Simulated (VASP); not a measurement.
PtSe2:

```
Pt Se
1.0
     3.72400    0.00000    0.00000
    -1.86200    3.22508    0.00000
     0.00000    0.00000    5.06200
Pt Se
1 2
Cartesian
  0.0000 0.0000 0.0000
  0.0000 2.1501 1.2655
  1.8620 1.0750 3.7965
```

- Program: VASP 6.6.1
- Task: relaxation of cell and atoms
- Functional: PBE
- Dispersion: D3(BJ)
- Potentials or basis: VASP PAW PBE potentials, release 64 (Pt, Se)
- Cutoff: 600 eV
- k mesh: 12 × 12 × 4
- Occupations: fermi-dirac, width 0.02 eV
- Spin: no spin polarisation

At the start: pressure 3.5 GPa; volume 20.27 Å³/atom.

**Question.** How do energy, volume and symmetry change on relaxing?

**Answer.** Over 22 steps the energy falls by 16.1 meV/atom and the volume is 19.81 Å³/atom (-2.3 %); space group P-3m1 (No. 164, to 0.1 Å) before and after.

The path:
| step | energy change (eV) | largest force (eV/Å) | pressure (GPa) | volume (Å³) |
| --- | --- | --- | --- | --- |
| 1 | 0.0000 | 0.5806 | 3.49 | 60.80 |
| 2 | 0.0319 | 0.3957 | -5.78 | 64.76 |
| 3 | -0.0231 | 0.1645 | -0.52 | 62.30 |
| 4 | -0.0231 | 0.1722 | -0.44 | 62.27 |
| 5 | -0.0275 | 0.1536 | -0.39 | 61.94 |
| 6 | -0.0383 | 0.0854 | -0.17 | 60.93 |
| 7 | -0.0441 | 0.0949 | 0.64 | 58.94 |
| 8 | -0.0451 | 0.0266 | 0.34 | 59.59 |
| 9 | -0.0456 | 0.1479 | -1.22 | 59.83 |
| 10 | -0.0469 | 0.0927 | -0.52 | 59.72 |
| 11 | -0.0480 | 0.0161 | 0.21 | 59.17 |
| 12 | -0.0482 | 0.0163 | -0.01 | 59.34 |
| 13 | -0.0482 | 0.0177 | -0.02 | 59.34 |
| 14 | -0.0482 | 0.0078 | 0.05 | 59.35 |
| 15 | -0.0482 | 0.0067 | 0.06 | 59.35 |
| 16 | -0.0482 | 0.0057 | 0.01 | 59.40 |
| 17 | -0.0482 | 0.0054 | -0.02 | 59.42 |
| 18 | -0.0482 | 0.0056 | -0.02 | 59.42 |
| 19 | -0.0482 | 0.0057 | -0.01 | 59.41 |
| 20 | -0.0482 | 0.0055 | -0.01 | 59.42 |
| 21 | -0.0482 | 0.0055 | -0.01 | 59.42 |
| 22 | -0.0482 | 0.0009 | 0.01 | 59.42 |

Final structure:
```
Pt Se
1.0
     3.77132    0.00000    0.00000
    -1.88566    3.26606    0.00000
     0.00000    0.00000    4.82368
Pt Se
1 2
Cartesian
  0.0000 0.0000 4.8237
  0.0000 2.1774 1.2800
  1.8857 1.0887 3.5437
```
